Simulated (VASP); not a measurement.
Write the native input for VASP 6.6.1 that does the following.

```yaml
Task: electric field gradients
Functional: LDA
Potentials_or_basis: VASP PAW LDA potentials, release 64 (Mg, Sn_d)
Cutoff: 520 eV
k_mesh: 11 × 11 × 11
Occupations: fermi-dirac, width 0.08 eV
Spin: no spin polarisation
Dipole_correction: no
Further_INCAR_settings: ALGO = Normal; EDIFF = 1e-08; NBANDS = 16
```

The structure of Mg2Sn lies in POSCAR:

```
Mg2Sn
1.0
    0.0000000000      3.3681972400      3.3681972400
    3.3681972400      0.0000000000      3.3681972400
    3.3681972400      3.3681972400      0.0000000000
Mg Sn
2 1
Direct
    0.2500000000      0.2500000000      0.2500000000
    0.7500000000      0.7500000000      0.7500000000
    0.0000000000      0.0000000000      0.0000000000
```

One way to write it, as run:

INCAR

```
SYSTEM = Mg2Sn
PREC = Accurate ; ENCUT = 520
EDIFF = 1E-8 ; ISMEAR = -1
SIGMA = 0.08 ; LREAL = .False.
LASPH = .True. ; NELM = 120
ALGO = Normal ; ISIF = 2
LWAVE = .False. ; LCHARG = .False.
LEFG = .True. ; NBANDS = 16
GGA_COMPAT = .False.
```

KPOINTS

```
Automatic mesh
0
Gamma
  11 11 11
  0 0 0
```

Potentials or basis: VASP PAW LDA potentials, release 64 (Mg, Sn_d).

Run with:

```bash
$ cat potpaw_LDA.64/Mg/POTCAR potpaw_LDA.64/Sn_d/POTCAR > POTCAR
$ mpirun -np 1 vasp_std > vasp.out
```

It gave:

* Pressure: -1.7 GPa
* Band gap on the k mesh: zero (bands 9 and 10 overlap by 0.14 eV)
* Largest electric field gradient by atom: zero within the noise of the run

Caveat: spin-orbit coupling is left out, which moves the levels of the heavy elements.

Wall time 87 s on 1 thread of Intel Xeon 8259CL, with other jobs on the host, peak memory 0.22 GiB.
